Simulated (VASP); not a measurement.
# K (Im-3m) in VASP: single point with r2SCAN

Aim: the single point of K with r2SCAN.

Everything below comes from runs of VASP 6.6.1. Logs are shortened: lines on timing, memory, paths and dates and some standing lists are left out, and cuts for length are marked.

### Step 1. The cell of the first run

It takes space group Im-3m (No. 229, cubic). Conventional cell: a = 5.346 Å, b = 5.346 Å, c = 5.346 Å, α = 90.00°, β = 90.00°, γ = 90.00°.

### Step 2. Single point, r2SCAN

POSCAR reads:

```
K
1.0
   -2.6729193200      2.6729193200      2.6729193200
    2.6729193200     -2.6729193200      2.6729193200
    2.6729193200      2.6729193200     -2.6729193200
K
1
Direct
    0.0000000000      0.0000000000      0.0000000000
```

INCAR.step1 reads:

```
SYSTEM = K
PREC     = Accurate       ! precision mode
ENCUT    = 520            ! plane-wave cutoff, eV
ISMEAR   = -1             ! smearing method
SIGMA    = 0.1            ! smearing width, eV
LREAL    = .False.        ! projectors in reciprocal space
LASPH    = .True.         ! aspherical terms in the spheres
NELM     = 80             ! most SCF steps
NBANDS   = 10             ! bands
GGA      = PE             ! functional
ALGO     = Normal         ! electronic algorithm
EDIFF    = 1E-4           ! SCF threshold, eV
LWAVE    = .True.         ! write WAVECAR
LCHARG   = .False.        ! write CHGCAR
```

INCAR.step2 reads:

```
SYSTEM = K
PREC     = Accurate       ! precision mode
ENCUT    = 520            ! plane-wave cutoff, eV
EDIFF    = 1E-6           ! SCF threshold, eV
ISMEAR   = -1             ! smearing method
SIGMA    = 0.1            ! smearing width, eV
LREAL    = .False.        ! projectors in reciprocal space
LASPH    = .True.         ! aspherical terms in the spheres
NELM     = 80             ! most SCF steps
ALGO     = Normal         ! electronic algorithm
ISIF     = 2              ! what is computed and relaxed
LWAVE    = .False.        ! write WAVECAR
LCHARG   = .True.         ! write CHGCAR
METAGGA  = R2SCAN         ! meta-GGA
LMIXTAU  = .True.       
LELF     = .True.         ! ELF
LVHAR    = .True.       
NBANDS   = 10             ! bands
ISTART   = 1
```

KPOINTS reads:

```
Automatic mesh
0
Gamma
  9 9 9
  0 0 0
```

Potentials or basis: VASP PAW PBE potentials, release 64 (K_sv).

Command:

```console
> cat potpaw_PBE.64/K_sv/POTCAR > POTCAR
> cp INCAR.step1 INCAR
> mpirun -np 1 vasp_std > vasp.out
> cp INCAR.step2 INCAR
> mpirun -np 1 vasp_std > vasp.out
```

OUTCAR:

```text
SYSTEM = K
   PREC = Accurate
   ENCUT = 520
   EDIFF = 1E-6
   ISMEAR = -1
   LREAL = .False.
   LASPH = .True.
   NELM = 80
   ISIF = 2
   METAGGA = R2SCAN
   ISTART = 1

 ion  position               nearest neighbor table
   1  0.000  0.000  0.000-

  LATTYP: Found a body centered cubic cell.
 ALAT       =     5.3458386400

  Lattice vectors:

 A1 = (  -2.6729193200,   2.6729193200,   2.6729193200)
 A2 = (   2.6729193200,  -2.6729193200,   2.6729193200)
 A3 = (   2.6729193200,   2.6729193200,  -2.6729193200)

Analysis of symmetry for initial positions (statically):
=====================================================================
 Subroutine PRICEL returns:
 Original cell was already a primitive cell.

 Routine SETGRP: Setting up the symmetry group for a
 body centered cubic supercell.

 Subroutine GETGRP returns: Found 48 space group operations
 (whereof 48 operations were pure point group operations)
 out of a pool of 48 trial point group operations.

The static configuration has the point symmetry O_h .

Analysis of symmetry for dynamics (positions and initial velocities):
=====================================================================
 Subroutine PRICEL returns:
 Original cell was already a primitive cell.

 Routine SETGRP: Setting up the symmetry group for a
 body centered cubic supercell.

 Subroutine GETGRP returns: Found 48 space group operations
 (whereof 48 operations were pure point group operations)
 out of a pool of 48 trial point group operations.

The dynamic configuration has the point symmetry O_h .

 Subroutine INISYM returns: Found 48 space group operations
 (whereof 48 operations are pure point group operations),
 and found     1 'primitive' translations

----------------------------------------------------------------------------------------

                                     Primitive cell

  volume of cell :      76.3867

  direct lattice vectors                    reciprocal lattice vectors
    -2.672919320  2.672919320  2.672919320     0.000000000  0.187061389  0.187061389
     2.672919320 -2.672919320  2.672919320     0.187061389  0.000000000  0.187061389
     2.672919320  2.672919320 -2.672919320     0.187061389  0.187061389  0.000000000

  length of vectors
     4.629632067  4.629632067  4.629632067     0.264544753  0.264544753  0.264544753

  position of ions in fractional coordinates (direct lattice)
     0.000000000  0.000000000  0.000000000

  ion indices of the primitive-cell ions
   primitive index   ion index
                 1           1

----------------------------------------------------------------------------------------

 KPOINTS: Automatic mesh

Automatic generation of k-mesh.
 Grid dimensions read from file:
 generate k-points for:    9    9    9

 Generating k-lattice:

  Cartesian coordinates                     Fractional coordinates (reciprocal lattice)
     0.000000000  0.020784599  0.020784599     0.111111111  0.000000000  0.000000000
     0.020784599  0.000000000  0.020784599     0.000000000  0.111111111  0.000000000
     0.020784599  0.020784599  0.000000000     0.000000000  0.000000000  0.111111111

  Length of vectors
     0.029393861  0.029393861  0.029393861

  Shift w.r.t. Gamma in fractional coordinates (k-lattice)
     0.000000000  0.000000000  0.000000000

 Subroutine IBZKPT returns following result:
 ===========================================

 Found     35 irreducible k-points:

 Following reciprocal coordinates:
            Coordinates               Weight
  0.000000  0.000000  0.000000      1.000000
  0.111111  0.000000  0.000000     12.000000
  0.222222  0.000000  0.000000     12.000000
  0.333333  0.000000  0.000000     12.000000
  0.444444  0.000000  0.000000     12.000000
  0.111111  0.111111  0.000000     24.000000
[... 16 lines left out ...]
 -0.333333  0.444444  0.111111     48.000000
 -0.444444 -0.444444  0.111111     24.000000
 [... further k-points ...]
   k-points           NKPTS =     35   k-points in BZ     NKDIM =     35   number of bands    NBANDS=     10
   number of dos      NEDOS =    301   number of ions     NIONS =      1
   total plane-waves  NPLWV =  46656
   dimension x,y,z NGX =    36 NGY =   36 NGZ =   36
   dimension x,y,z NGXF=    72 NGYF=   72 NGZF=   72
   ions per type =               1
   NGX,Y,Z   is equivalent  to a cutoff of  12.93, 12.93, 12.93 a.u.
   NGXF,Y,Z  is equivalent  to a cutoff of  25.85, 25.85, 25.85 a.u.
 SYSTEM =  K
   PREC   = accura    normal or accurate (medium, high low for compatibility)
   ISTART =      1    job   : 0-new  1-cont  2-samecut
   ICHARG =      0    charge: 1-file 2-atom 10-const
   ISPIN  =      1    spin polarized calculation?
   LNONCOLLINEAR =      F non collinear calculations
   LSORBIT =      F    spin-orbit coupling
   LASPH  =      T    aspherical Exc in radial PAW
   ENCUT  =  520.0 eV  38.22 Ry    6.18 a.u.   8.61  8.61  8.61*2*pi/ulx,y,z
   NELM   =     80;   NELMIN=  2; NELMDL=  0     # of ELM steps
   EDIFF  = 0.1E-05   stopping-criterion for ELM
   LREAL  =      F    real-space projection
   EDIFFG = 0.1E-04   stopping-criterion for IOM
   NSW    =      0    number of steps for IOM
   IBRION =     -1    ionic relax: 0-MD 1-quasi-New 2-CG
   NFREE  =      0    steps in history (QN), initial steepest desc. (CG)
   ISIF   =      2    stress and relaxation
   ISYM   =      2    0-nonsym 1-usesym 2-fastsym
   POTIM  = 0.5000    time-step for ionic-motion
   TEBEG  =    0.0;   TEEND  =   0.0 temperature during run
   PSTRESS=    0.0 pullay stress
   NELECT =       9.0000    total number of electrons
   NUPDOWN=      -1.0000    fix difference up-down
   EMIN   =  10.00;   EMAX   =-10.00  energy-range for DOS
   EFERMI =   0.00;   METHOD = LEGACY
   ISMEAR =    -1;   SIGMA  =   0.10  broadening in eV -4-tet -1-fermi 0-gaus
   EFERMI_NEDOS =   21; number of points for ismear=-14 and -15
   IALGO  =     38    algorithm
   IMIX   =      4    mixing-type and parameters
     AMIX     =   0.40;   BMIX     =  1.00
     AMIX_MAG =   1.60;   BMIX_MAG =  1.00
  volume/ion in A,a.u.               =      76.39       515.48
  Fermi-wavevector in a.u.,A,eV,Ry     =   0.802570  1.516638  8.763775  0.644119
  Thomas-Fermi vector in A             =   1.910273
   LORBIT       =      0    0 simple, 1 ext, 2 COOP (PROOUT), +10 PAW based schemes
   METAGGA = R2SCAN    functional components
   LHFCALC =     F    Hartree Fock is set to
   AEXX    =    0.0000 exact exchange contribution
   IVDW    =     0    specifies the selected vdW correction
   LEPSILON=     F    determine dielectric tensor
   LRPA    =     F    only Hartree local field effects (RPA)
 non-spin polarized calculation
  energy-cutoff  :      520.00
  volume of cell :       76.39
 maximum number of plane-waves:      2093
   NGX = 17   NGY = 17   NGZ = 17

 number of electron       9.0000000 magnetization

 Free energy of the ion-electron system (eV)
  ---------------------------------------------------
  ext. energy  EPLUGINS =         0.00000000
  ---------------------------------------------------
  free energy    TOTEN  =        -6.02578341 eV

  energy without entropy =       -6.00367527  energy(sigma->0) =       -6.01472934

 E-fermi :  -0.1398     XC(G=0):  -5.8115

 val. band max:       -0.2158822014   @ k =  -0.3333   0.4444   0.1111
 cond. band min:      -0.0847781548   @ k =   0.4444   0.0000   0.0000
 fundamental gap:      0.1311040466
 Fermi energy:        -0.1397714700

 k-point     1 :       0.0000    0.0000    0.0000
  band No.  band energies     occupation
      1     -33.8261      2.00000
      2     -16.4998      2.00000
      3     -16.4998      2.00000
      4     -16.4998      2.00000
      5      -2.3951      2.00000
      6       4.5690      0.00000
      7       4.5691      0.00000
      8       4.5691      0.00000
      9       5.5078      0.00000
     10       5.5078      0.00000

 k-point     2 :       0.1111    0.0000    0.0000
  band No.  band energies     occupation
      1     -33.8257      2.00000
      2     -16.5070      2.00000
      3     -16.5022      2.00000
      4     -16.4998      2.00000
      5      -2.2367      2.00000
      6       4.2703      0.00000
      7       4.3539      0.00000
      8       4.6919      0.00000
      9       5.2732      0.00000
     10       5.4575      0.00000

 k-point     3 :       0.2222    0.0000    0.0000
  band No.  band energies     occupation
      1     -33.8246      2.00000
      2     -16.5251      2.00000
      3     -16.5081      2.00000
      4     -16.4998      2.00000
      5      -1.7728      2.00000
      6       3.3071      0.00000
      7       3.9283      0.00000
      8       5.0550      0.00000
      9       5.2934      0.00000
     10       5.4125      0.00000

 k-point     4 :       0.3333    0.0000    0.0000
  band No.  band energies     occupation
      1     -33.8234      2.00000
      2     -16.5455      2.00000
      3     -16.5149      2.00000
      4     -16.4998      2.00000
      5      -1.0370      1.99975
      6       2.1630      0.00000
      7       3.5581      0.00000
      8       5.3571      0.00000
      9       5.5176      0.00000
     10       5.6415      0.00000
[... 222 lines left out ...]
 k-point    22 :      -0.4444    0.4444    0.1111
  band No.  band energies     occupation
      1     -33.8223      2.00000
      2     -16.5567      2.00000
      3     -16.5221      2.00000
      4     -16.5050      2.00000
      5       0.0437      0.27525
      6       1.1176      0.00001
      7       3.3785      0.00000
      8       4.4098      0.00000
      9       5.8217      0.00000
     10       6.4020      0.00000

 k-point    23 :      -0.3333    0.4444    0.1111
  band No.  band energies     occupation
      1     -33.8222      2.00000
      2     -16.5495      2.00000
      3     -16.5256      2.00000
      4     -16.5094      2.00000
      5      -0.2159      1.36319
      6       1.8025      0.00000
      7       2.9820      0.00000
      8       4.4743      0.00000
      9       5.4269      0.00000
     10       6.0338      0.00000

 k-point    24 :      -0.4444   -0.4444    0.1111
  band No.  band energies     occupation
      1     -33.8219      2.00000
      2     -16.5543      2.00000
      3     -16.5289      2.00000
      4     -16.5094      2.00000
      5       0.7074      0.00042
      6       0.8338      0.00012
      7       2.8403      0.00000
      8       4.4249      0.00000
      9       5.5775      0.00000
     10       6.1484      0.00000

 [... further k-points ...]
[... 5 lines left out ...]
  --------------------------------------------------------------------------------------
  -------------------------------------------------------------------------------------
  Total       -0.0086625     -0.0086625     -0.0086625      0.0000000      0.0000000     -0.0000000
  in kB       -0.1816928     -0.1816928     -0.1816928      0.0000000      0.0000000     -0.0000000
  external PRESSURE =      -0.1816928 kB  Pullay stress =       0.0000000 kB

 VOLUME and BASIS-vectors are now :
 -----------------------------------------------------------------------------
  energy-cutoff  :      520.00
  volume of cell :       76.39
      direct lattice vectors                 reciprocal lattice vectors
    -2.672919320  2.672919320  2.672919320     0.000000000  0.187061389  0.187061389
     2.672919320 -2.672919320  2.672919320     0.187061389  0.000000000  0.187061389
     2.672919320  2.672919320 -2.672919320     0.187061389  0.187061389  0.000000000

 POSITION                                       TOTAL-FORCE (eV/Angst)
 -----------------------------------------------------------------------------------
      0.00000      0.00000      0.00000         0.000000     -0.000000      0.000000
 -----------------------------------------------------------------------------------
    total drift:                               -0.000000      0.000000      0.000000

  FREE ENERGIE OF THE ION-ELECTRON SYSTEM (eV)
  ---------------------------------------------------
  free  energy   TOTEN  =        -6.0257834113 eV

  energy  without entropy=       -6.0036752742  energy(sigma->0) =       -6.01472934
```

It took 65 s on 1 thread of Intel Xeon Platinum 8375C at 2.90GHz (Ice Lake), shared host; peak memory 0.21 GiB.

What came out:

```
Free energy : -6.0258 eV
Pressure    : 0.0 GPa
```

Levels at points of the mesh, in eV from the Fermi level:
| k point | band 1 | band 2 | band 3 | band 4 | band 5 | band 6 | band 7 | band 8 |
| --- | --- | --- | --- | --- | --- | --- | --- | --- |
| (0.00, 0.00, 0.00) | -33.69 | -16.36 | -16.36 | -16.36 | -2.26 | 4.71 | 4.71 | 4.71 |

Caveat: the PAW data sets were made with another functional, which shifts forces and pressure a little.
